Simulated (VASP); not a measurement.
# Cr (Fm-3m) in VASP: further runs, part 2 of 2

VASP 6.6.1. Earlier steps stand in the parts before.

**4. Single point, RPBE, collinear spin, ferromagnetic start (volume scaled by 0.88)**

INCAR

```
SYSTEM = Cr
ALGO     = Normal         ! electronic algorithm
EDIFF    = 1E-6           ! SCF threshold, eV
ENCUT    = 520            ! plane-wave cutoff, eV
GGA      = RP             ! functional
ISIF     = 2              ! what is computed and relaxed
ISMEAR   = -1             ! smearing method
ISPIN    = 2              ! spin polarisation
LASPH    = .True.         ! aspherical terms in the spheres
LCHARG   = .False.        ! write CHGCAR
LMAXMIX  = 4              ! l up to which the mixer works
LORBIT   = 11             ! projections on sites
LREAL    = .False.        ! projectors in reciprocal space
LWAVE    = .False.        ! write WAVECAR
MAGMOM   = 1.5            ! initial moments
NBANDS   = 16             ! bands
NELM     = 150            ! most SCF steps
PREC     = Accurate       ! precision mode
SIGMA    = 0.05           ! smearing width, eV
```

KPOINTS

```
k-points
0
Gamma
  17 17 17
  0 0 0
```

POSCAR

```
Cr
1.0
    0.0000000000      1.7480587948      1.7480587948
    1.7480587948      0.0000000000      1.7480587948
    1.7480587948      1.7480587948      0.0000000000
Cr
1
Direct
    0.0000000000      0.0000000000      0.0000000000
```

Potentials or basis: VASP PAW PBE potentials, release 64 (Cr_pv).

On the command line:

```
$ cat potpaw_PBE.64/Cr_pv/POTCAR > POTCAR
$ mpirun -np 1 vasp_std > vasp.out
```

OUTCAR:

```text
SYSTEM = Cr
   EDIFF = 1E-6
   ENCUT = 520
   GGA = RP
   ISIF = 2
   ISMEAR = -1
   ISPIN = 2
   LASPH = .True.
   LORBIT = 11
   LREAL = .False.
   NELM = 150
   PREC = Accurate

 ion  position               nearest neighbor table
   1  0.000  0.000  0.000-

  LATTYP: Found a face centered cubic cell.
 ALAT       =     3.4961175896

  Lattice vectors:

 A1 = (   0.0000000000,   1.7480587948,   1.7480587948)
 A2 = (   1.7480587948,   0.0000000000,   1.7480587948)
 A3 = (   1.7480587948,   1.7480587948,   0.0000000000)

Analysis of symmetry for initial positions (statically):
=====================================================================
 Subroutine PRICEL returns:
 Original cell was already a primitive cell.

 Routine SETGRP: Setting up the symmetry group for a
 face centered cubic supercell.

 Subroutine GETGRP returns: Found 48 space group operations
 (whereof 48 operations were pure point group operations)
 out of a pool of 48 trial point group operations.

The static configuration has the point symmetry O_h .

Analysis of symmetry for dynamics (positions and initial velocities):
=====================================================================
 Subroutine PRICEL returns:
 Original cell was already a primitive cell.

 Routine SETGRP: Setting up the symmetry group for a
 face centered cubic supercell.

 Subroutine GETGRP returns: Found 48 space group operations
 (whereof 48 operations were pure point group operations)
 out of a pool of 48 trial point group operations.

The dynamic configuration has the point symmetry O_h .

Analysis of structural, dynamic, and magnetic symmetry:
=====================================================================
 Subroutine PRICEL returns:
 Original cell was already a primitive cell.

 Routine SETGRP: Setting up the symmetry group for a
 face centered cubic supercell.

[... 128 lines left out ...]
   LHFCALC =     F    Hartree Fock is set to
   AEXX    =    0.0000 exact exchange contribution
   IVDW    =     0    specifies the selected vdW correction
   LEPSILON=     F    determine dielectric tensor
   LRPA    =     F    only Hartree local field effects (RPA)
 spin polarized calculation
  energy-cutoff  :      520.00
  volume of cell :       10.68
 maximum number of plane-waves:       298
   NGX =  9   NGY =  9   NGZ =  9

 number of electron      11.9999992 magnetization      -0.0001502

 number of electron      11.9999992 magnetization       0.0002096

 Free energy of the ion-electron system (eV)
  ---------------------------------------------------
  ext. energy  EPLUGINS =         0.00000000
  ---------------------------------------------------
  free energy    TOTEN  =        -8.46137783 eV

  energy without entropy =       -8.44826459  energy(sigma->0) =       -8.45482121

 E-fermi :  11.9642     XC(G=0): -14.0022

 val. band max:       11.9620080622   @ k =   0.3529   0.1176   0.0588
 cond. band min:      11.9670041312   @ k =   0.1765   0.1176   0.0000
 fundamental gap:      0.0049960691
 Fermi energy:        11.9641553133

 spin component 1

 k-point     1 :       0.0000    0.0000    0.0000
  band No.  band energies     occupation
      1     -30.2683      1.00000
      2     -30.2683      1.00000
      3     -30.2683      1.00000
      4       4.1155      1.00000
      5      11.4469      0.99997
      6      11.4469      0.99997
[... 435 lines left out ...]
      5      10.9899      1.00000
      6      11.7410      0.98860
[... 8 lines left out ...]
     15      42.9201      0.00000
     16      45.2968      0.00000

 [... further k-points ...]

 spin component 2

 k-point     1 :       0.0000    0.0000    0.0000
  band No.  band energies     occupation
      1     -30.2681      1.00000
      2     -30.2681      1.00000
      3     -30.2681      1.00000
      4       4.1155      1.00000
      5      11.4471      0.99997
      6      11.4471      0.99997
[... 435 lines left out ...]
      5      10.9901      1.00000
      6      11.7412      0.98855
[... 8 lines left out ...]
     15      42.9202      0.00000
     16      45.2968      0.00000

 [... further k-points ...]
[... 5 lines left out ...]
  --------------------------------------------------------------------------------------
  -------------------------------------------------------------------------------------
  Total        2.4467370      2.4467370      2.4467370      0.0000000      0.0000000      0.0000000
  in kB      366.9439848    366.9439848    366.9439848      0.0000000      0.0000000      0.0000000
  external PRESSURE =     366.9439848 kB  Pullay stress =       0.0000000 kB

 VOLUME and BASIS-vectors are now :
 -----------------------------------------------------------------------------
  energy-cutoff  :      520.00
  volume of cell :       10.68
      direct lattice vectors                 reciprocal lattice vectors
     0.000000000  1.748058795  1.748058795    -0.286031569  0.286031569  0.286031569
     1.748058795  0.000000000  1.748058795     0.286031569 -0.286031569  0.286031569
     1.748058795  1.748058795  0.000000000     0.286031569  0.286031569 -0.286031569

 POSITION                                       TOTAL-FORCE (eV/Angst)
 -----------------------------------------------------------------------------------
      0.00000      0.00000      0.00000         0.000000      0.000000      0.000000
 -----------------------------------------------------------------------------------
    total drift:                                0.000000     -0.000000     -0.000000

  FREE ENERGIE OF THE ION-ELECTRON SYSTEM (eV)
  ---------------------------------------------------
  free  energy   TOTEN  =        -8.4613778264 eV

  energy  without entropy=       -8.4482645892  energy(sigma->0) =       -8.45482121

 total charge

# of ion       s       p       d       tot
------------------------------------------
    1        0.498   6.437   4.332  11.267

 magnetization (x)

# of ion       s       p       d       tot
------------------------------------------
    1       -0.000   0.000   0.000   0.000
```

Wall time 1.9 min (1 thread of Intel Xeon Platinum 8259CL at 2.50GHz (Skylake/Cascade Lake), shared host); peak memory 0.15 GiB.

What came out:

```
Free energy                                           : -8.4614 eV
Pressure                                              : 36.7 GPa
Band gap on the k mesh                                : zero (filled and empty bands overlap)
Net moment                                            : 0.00 μB per cell
Valence electrons inside the program's atomic spheres : Cr 11.27
```

Levels at points of the mesh, in eV from the Fermi level:
Spin up:
```tsv
k point	band 3	band 4	band 5	band 6	band 7	band 8	band 9	band 10
(0.00, 0.00, 0.00)	-42.23	-7.85	-0.52	-0.52	-0.52	1.54	1.54	7.70
```
Spin down:
```tsv
k point	band 4	band 5	band 6	band 7	band 8	band 9
(0.00, 0.00, 0.00)	-7.85	-0.52	-0.52	-0.52	1.54	1.54
```

Caveat: the starting moments collapsed, and a magnetic state may lie lower; the PAW data sets were made with another functional, which shifts forces and pressure a little.

**5. Single point, RPBE, collinear spin, ferromagnetic start (volume scaled by 0.92)**

INCAR

```
SYSTEM = Cr
ALGO = Normal
EDIFF = 1E-7
ENCUT = 520
GGA = RP
ISIF = 2
ISMEAR = -1
ISPIN = 2
LASPH = .True.
LCHARG = .True.
LELF = .True.
LMAXMIX = 4
LORBIT = 11
LREAL = .False.
LVHAR = .True.
LWAVE = .False.
MAGMOM = 1.5
NBANDS = 16
NELM = 150
PREC = Accurate
SIGMA = 0.05
```

KPOINTS is that of step 4.

POSCAR

```
Cr
1.0
    0.0000000000      1.7741530716      1.7741530716
    1.7741530716      0.0000000000      1.7741530716
    1.7741530716      1.7741530716      0.0000000000
Cr
1
Direct
    0.0000000000      0.0000000000      0.0000000000
```

On the command line:

```
$ cat potpaw_PBE.64/Cr_pv/POTCAR > POTCAR
$ mpirun -np 1 vasp_std > vasp.out
```

Wall time 2 min (1 thread of Intel Xeon Platinum 8259CL at 2.50GHz (Skylake/Cascade Lake), shared host); peak memory 0.16 GiB.

Results (log left out):

* Free energy: -8.5493 eV
* Pressure: 21.6 GPa
* Band gap on the k mesh: zero (filled and empty bands overlap)
* Net moment: 0.00 μB per cell
* Valence electrons inside the program's atomic spheres: Cr 11.16

Levels at points of the mesh, in eV from the Fermi level:
Spin up:
```csv
k point,band 4,band 5,band 6,band 7,band 8,band 9
"(0.00, 0.00, 0.00)",-7.72,-0.48,-0.48,-0.48,1.45,1.45
```
Spin down:
| k point | band 3 | band 4 | band 5 | band 6 | band 7 | band 8 | band 9 | band 10 |
| --- | --- | --- | --- | --- | --- | --- | --- | --- |
| (0.00, 0.00, 0.00) | -42.33 | -7.72 | -0.48 | -0.48 | -0.48 | 1.45 | 1.45 | 7.64 |

Caveat: the starting moments collapsed, and a magnetic state may lie lower; the PAW data sets were made with another functional, which shifts forces and pressure a little.
